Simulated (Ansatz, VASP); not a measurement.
AlGa5P6 in VASP and in Ansatz

Contents of POSCAR:

```
AlGa5P6
1.0
    3.8945814369      0.0000000000      0.0000000000
    0.0000000000      3.8945814369      0.0000000000
    0.0000000000      0.0000000000     16.5109217567
Al Ga P
1 5 6
Direct
    0.5000000000      0.5000000000      0.5000000000
    0.0000000000      0.0000000000      0.0000000000
    0.5000000000      0.5000000000      0.1666598796
    0.0000000000      0.0000000000      0.3333130618
    0.0000000000      0.0000000000      0.6666869382
    0.5000000000      0.5000000000      0.8333401204
    0.5000000000      0.0000000000      0.2499614398
    0.0000000000      0.5000000000      0.4170351668
    0.5000000000      0.0000000000      0.5829648332
    0.0000000000      0.5000000000      0.7500385602
    0.5000000000      0.0000000000      0.9166687453
    0.0000000000      0.5000000000      0.0833312547
```

INCAR.step1

```
PREC = Accurate
ENCUT = 520
ISMEAR = 0
SIGMA = 0.02
LREAL = F
LASPH = T
NELM = 100
NBANDS = 61
GGA = PE
ALGO = Normal
EDIFF = 1E-4
LWAVE = T
LCHARG = F
```

INCAR.step2

```
PREC = Accurate
ENCUT = 520
EDIFF = 1E-7
ISMEAR = 0
SIGMA = 0.02
LREAL = F
LASPH = T
NELM = 100
ALGO = Normal
ISIF = 2
LWAVE = F
LCHARG = F
METAGGA = R2SCAN
LMIXTAU = T
NBANDS = 61
ISTART = 1
```

The input KPOINTS:

```
Automatic mesh
0
Gamma
  8 8 2
```

Input for Ansatz:

```yaml
crystal:
  lattice:
    - [3.8945814369, 0.0, 0.0]
    - [0.0, 3.8945814369, 0.0]
    - [0.0, 0.0, 16.5109217567]
  atoms:
    - { symbol: Al, position: [0.5, 0.5, 0.5] }
    - { symbol: Ga, position: [0.0, 0.0, 0.0] }
    - { symbol: Ga, position: [0.5, 0.5, 0.1666598796] }
    - { symbol: Ga, position: [0.0, 0.0, 0.3333130618] }
    - { symbol: Ga, position: [0.0, 0.0, 0.6666869382] }
    - { symbol: Ga, position: [0.5, 0.5, 0.8333401204] }
    - { symbol: P, position: [0.5, 0.0, 0.2499614398] }
    - { symbol: P, position: [0.0, 0.5, 0.4170351668] }
    - { symbol: P, position: [0.5, 0.0, 0.5829648332] }
    - { symbol: P, position: [0.0, 0.5, 0.7500385602] }
    - { symbol: P, position: [0.5, 0.0, 0.9166687453] }
    - { symbol: P, position: [0.0, 0.5, 0.0833312547] }
basis:
  ecutwfc: 500
kpoints:
  mp_grid: { grid: [8, 8, 2] }
  band_path:
    path:
      - [[0.0, 0.0, 0.0], [0.0, 0.5, 0.0], [0.5, 0.5, 0.0], [0.0, 0.0, 0.0], [0.0, 0.0, 0.5], [0.0, 0.5, 0.5], [0.5, 0.5, 0.5], [0.0, 0.0, 0.5]]
      - [[0.0, 0.5, 0.0], [0.0, 0.5, 0.5]]
      - [[0.5, 0.5, 0.0], [0.5, 0.5, 0.5]]
    npoints: 10
hamiltonian:
  xc: r2scan
scf:
  occupations: { method: gaussian, width: 0.02 }
  n_extra_bands: 30
output:
  forces: true
  stress: true
  eigenvalues: true
  populations: true
  dos: { projected: true, de: 0.02, nscf_kmesh: { grid: [12, 12, 3] } }
  bader: false
  write_density: true
  write_potential: true
  elf: true
  volumetric_format: npy
```

Alike in both runs: task single point; functional r2SCAN; k mesh 8 × 8 × 2; occupations gaussian, width 0.02 eV; no spin polarisation.

|  | VASP | Ansatz |
| --- | --- | --- |
| version | VASP 6.6.1 | Ansatz 0.2.0 |
| potentials or method | VASP PAW PBE potentials, release 64 (Al, Ga_d, P), cutoff 520 eV | scalar-relativistic, plane waves, PAW |
| valence electrons in the cell | 98 | 98 |

VASP gave:

* gap on the k mesh at the Fermi level (eV): 1.87
* least direct gap on the mesh (eV): 1.93
* pressure (GPa): -2.3
* rms of the force components (eV/Å): 0.012

Q: What did Ansatz give for the same quantities?

A: gap on the k mesh at the Fermi level (eV): 1.86; least direct gap on the mesh (eV): 1.93; pressure (GPa): -2.3; rms of the force components (eV/Å): 0.018.

VASP's potentials were made for PBE, not for r2SCAN. Atom by atom the forces differ by 0.006 eV/Å (rms over components).
